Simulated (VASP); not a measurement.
Here is a VASP 6.6.1 calculation.

INCAR

```
SYSTEM = Tl2PbCl4
PREC = Accurate
ENCUT = 520
EDIFF = 1E-6
ISMEAR = -1
SIGMA = 0.05
LREAL = .FALSE.
LASPH = .TRUE.
NELM = 60
ALGO = Normal
ISIF = 2
LWAVE = .FALSE.
LCHARG = .FALSE.
GGA = PS
NBANDS = 43
```

KPOINTS

```
regular mesh
0
G
  4 4 4
  0 0 0
```

Contents of POSCAR:

```
Tl2PbCl4
1.0
    5.6871495970     -3.8420542791      0.0509630231
    5.6851254902      3.8402344362      0.0519739331
   -0.0424155067     -0.0006501796      4.7350132896
Tl Pb Cl
2 1 4
Direct
    0.3538188440      0.3546789869      0.2107039056
    0.6396743534      0.6405676696      0.7106636672
   -0.0442534827     -0.0433796464      0.2106936713
    0.1164895599      0.6694780687      0.7106806944
    0.3699087050      0.9061173243      0.2106593456
    0.9053096131      0.3709271892      0.2106692305
    0.6685594389      0.1174347937      0.7106938881
```

Potentials or basis: VASP PAW PBE potentials, release 64 (Tl_d, Pb_d, Cl).

Command:

```bash
$ cat potpaw_PBE.64/Tl_d/POTCAR potpaw_PBE.64/Pb_d/POTCAR potpaw_PBE.64/Cl/POTCAR > POTCAR
$ mpirun -np 1 vasp_std > vasp.out
```

Task: What does it give for the pressure?

Result: 0.0 GPa.

Task: What does it give for the largest force?

Result: 0.006 eV/Å.

Task: Predict the band gap on the k mesh.

Result: 2.27 eV (least direct gap 2.40 eV).

Forces on the atoms (eV/Å):
```
Tl   0.002  0.000  0.000
Tl   0.000  0.000  0.000
Pb  -0.005  0.000  0.000
Cl  -0.002 -0.006  0.000
Cl   0.003 -0.004  0.000
Cl   0.003  0.004  0.000
Cl  -0.002  0.006  0.000
```

Caveat: the PAW data sets were made with another functional, which shifts forces and pressure a little; spin-orbit coupling is left out, which moves the levels of the heavy elements. A k mesh can miss the band edges.
